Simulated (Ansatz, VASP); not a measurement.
# CdF2: VASP beside Ansatz

The input INCAR:

```
SYSTEM = CdF2
ALGO = Normal
EDIFF = 1E-6
ENCUT = 520
GGA = PE
GGA_COMPAT = .False.
ISIF = 2
ISMEAR = -1
LASPH = .True.
LCHARG = .True.
LORBIT = 11
LORBMOM = .True.
LREAL = .False.
LSORBIT = .True.
LVHAR = .True.
LWAVE = .False.
MAGMOM = 0 0 0 0 0 0 0 0 0
NBANDS = 39
NELM = 150
PREC = Accurate
SIGMA = 0.05
```

Contents of KPOINTS:

```
k-points
0
Gamma
  9 9 9
  0 0 0
```

File POSCAR:

```
CdF2
1.0
    0.0000000000      2.6940000000      2.6940000000
    2.6940000000      0.0000000000      2.6940000000
    2.6940000000      2.6940000000      0.0000000000
Cd F
1 2
Direct
    0.0000000000      0.0000000000      0.0000000000
    0.7500000000      0.7500000000      0.7500000000
    0.2500000000      0.2500000000      0.2500000000
```

input.yaml

```yaml
crystal:
  lattice:
    - [0.0, 2.694, 2.694]
    - [2.694, 0.0, 2.694]
    - [2.694, 2.694, 0.0]
  atoms:
    - { symbol: Cd, position: [0.0, 0.0, 0.0] }
    - { symbol: F, position: [0.75, 0.75, 0.75] }
    - { symbol: F, position: [0.25, 0.25, 0.25] }
hamiltonian:
  xc: pbe
  pseudopotentials: { kind: paw_fr }
magnetization:
  noncollinear: true
  spin_orbit: true
kpoints:
  mp_grid: { grid: [9, 9, 9] }
  band_path:
    path:
      - [[0.0, 0.0, 0.0], [0.5, 0.0, 0.5], [0.5, 0.25, 0.75], [0.375, 0.375, 0.75], [0.0, 0.0, 0.0], [0.5, 0.5, 0.5], [0.625, 0.25, 0.625], [0.5, 0.25, 0.75], [0.5, 0.5, 0.5], [0.375, 0.375, 0.75]]
      - [[0.625, 0.25, 0.625], [0.5, 0.0, 0.5]]
    npoints: 14
scf:
  occupations: { method: fermi_dirac, width: 0.05 }
  n_extra_bands: 7
output:
  forces: true
  stress: true
  eigenvalues: true
  fatbands: false
```

Alike in both runs: functional PBE; k mesh 9 × 9 × 9; occupations fermi-dirac, width 0.05 eV; non-collinear spin, spin-orbit coupling.

```csv
,VASP,Ansatz
version,VASP 6.6.1,Ansatz 0.2.0
potentials or method,"VASP PAW PBE potentials, release 64 (Cd, F)",Ansatz PAW
plane-wave cutoff (eV),520,420
valence electrons in the cell,26,34
task,single point,band structure
```

|  | VASP | Ansatz | Ansatz less VASP |
| --- | --- | --- | --- |
| pressure (GPa) | 6.2 | 5.4 | -0.78 |

VASP's potentials hold 26 valence electrons a cell and Ansatz's 34, so a difference there can come from the potentials and not from the codes.
